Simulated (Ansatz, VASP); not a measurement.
**Two plane-wave programs on HC6**

```
C H
1.0
     4.88953    0.00000    0.00000
    -1.22238    8.78496    0.00000
     0.00000    0.00000   22.74747
C H
12 2
Direct
  0.01936 0.07745 0.17584
  0.51936 0.07745 0.17584
  0.27420 0.09681 0.20595
  0.77420 0.09681 0.20595
  0.28388 0.13553 0.26618
  0.78388 0.13553 0.26618
  0.03863 0.15452 0.29551
  0.53863 0.15452 0.29551
  0.04887 0.19548 0.35836
  0.54887 0.19548 0.35836
  0.30317 0.21270 0.38455
  0.80317 0.21270 0.38455
  0.04887 0.14367 0.51643
  0.04887 0.24729 0.51643
```

Alike in both runs: task single point; functional LDA; k mesh 6 × 3 × 1; occupations gaussian, width 0.1 eV; no spin polarisation.

```csv
,VASP,Ansatz
version,VASP 6.6.1,Ansatz 0.2.0
potentials or method,"VASP PAW LDA potentials, release 64 (C, H), cutoff 520 eV","scalar-relativistic, plane waves, PAW"
valence electrons in the cell,50,50
```

Ansatz gave:

* gap on the k mesh at the Fermi level (eV): 0.08
* least direct gap on the mesh (eV): 0.08
* rms of the force components (eV/Å): 1.126

Problem. What did VASP give for the same quantities?

Solution. gap on the k mesh at the Fermi level (eV): 0.08; least direct gap on the mesh (eV): 0.08; rms of the force components (eV/Å): 1.118.

LDA's correlation is that of Perdew and Zunger in VASP and of Perdew and Wang (1992) in Ansatz. Atom by atom the forces differ by 0.021 eV/Å (rms over components).
